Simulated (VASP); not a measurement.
Wanted: the native input for a VASP 6.6.1 run.

```yaml
Task: single point
Functional: PBEsol
Potentials_or_basis: VASP PAW PBE potentials, release 64 (Ni)
Cutoff: 520 eV
k_mesh: 18 × 18 × 10
Occupations: fermi-dirac, width 0.1 eV
Spin: collinear spin, ferromagnetic start
Starting_moments: "[1.0, 1.0] μB"
Dipole_correction: no
k_mesh_for_the_DOS: 27 × 27 × 15
Occupations_for_the_DOS: tetrahedron
Further_INCAR_settings: ALGO = Normal; EDIFF = 1e-06
```

Ni:

```
Ni
1.0
     1.80138    0.00000    0.00000
    -0.90069    1.56004    0.00000
     0.00000    0.00000    2.96873
Ni
2
Direct
  0.33333 0.66667 0.25000
  0.66667 0.33333 0.75000
```

This isn't the form of Ni at room conditions, which is fcc.

One way to write it, as run:

POSCAR

```
Ni
1.0
    1.8013809310      0.0000000000      0.0000000000
   -0.9006904655      1.5600416481      0.0000000000
    0.0000000000      0.0000000000      2.9687335551
Ni
2
Direct
    0.3333333333      0.6666666667      0.2500000000
    0.6666666667      0.3333333333      0.7500000000
```

INCAR.step1

```
SYSTEM = Ni
PREC     = Accurate       ! precision mode
ENCUT    = 520            ! plane-wave cutoff, eV
EDIFF    = 1E-6           ! SCF threshold, eV
ISMEAR   = -1             ! smearing method
SIGMA    = 0.1            ! smearing width, eV
LREAL    = .FALSE.        ! projectors in reciprocal space
LASPH    = .TRUE.         ! aspherical terms in the spheres
NELM     = 150            ! most SCF steps
ALGO     = Normal         ! electronic algorithm
ISIF     = 2              ! what is computed and relaxed
LWAVE    = .FALSE.        ! write WAVECAR
LCHARG   = .TRUE.         ! write CHGCAR
ISPIN    = 2              ! spin polarisation
MAGMOM   = 1 1            ! initial moments
LMAXMIX  = 4              ! l up to which the mixer works
GGA      = PS             ! functional
NBANDS   = 21             ! bands
```

KPOINTS.step1

```
Automatic mesh
0
G
  18 18 10
  0 0 0
```

INCAR.step2

```
SYSTEM = Ni
PREC     = Accurate       ! precision mode
ENCUT    = 520            ! plane-wave cutoff, eV
EDIFF    = 1E-6           ! SCF threshold, eV
ISMEAR   = -5             ! smearing method
SIGMA    = 0.1            ! smearing width, eV
LREAL    = .FALSE.        ! projectors in reciprocal space
LASPH    = .TRUE.         ! aspherical terms in the spheres
NELM     = 150            ! most SCF steps
ALGO     = Normal         ! electronic algorithm
ISIF     = 2              ! what is computed and relaxed
LWAVE    = .FALSE.        ! write WAVECAR
LCHARG   = .FALSE.        ! write CHGCAR
ISPIN    = 2              ! spin polarisation
MAGMOM   = 1 1            ! initial moments
LORBIT   = 11             ! projections on sites
LMAXMIX  = 4              ! l up to which the mixer works
GGA      = PS             ! functional
NEDOS    = 1001           ! points of the DOS
ICHARG   = 11             ! starting density
```

KPOINTS.step2

```
Automatic mesh
0
G
  27 27 15
  0 0 0
```

Potentials or basis: VASP PAW PBE potentials, release 64 (Ni).

The run is started by

```console
$ cat potpaw_PBE.64/Ni/POTCAR > POTCAR
$ cp INCAR.step1 INCAR
$ cp KPOINTS.step1 KPOINTS
$ mpirun -np 1 vasp_std > vasp.out
$ cp INCAR.step2 INCAR
$ cp KPOINTS.step2 KPOINTS
$ mpirun -np 1 vasp_std > vasp.out
```

It gave:

```json
{
 "Net moment": "0.00 μB per cell"
}
```

Caveat: the moments typed at the start vanished in this run.

It took 82 s on 1 thread of AMD EPYC 9R45 96-Core Processor (Zen 5), with other jobs on the host, peak memory 0.24 GiB.
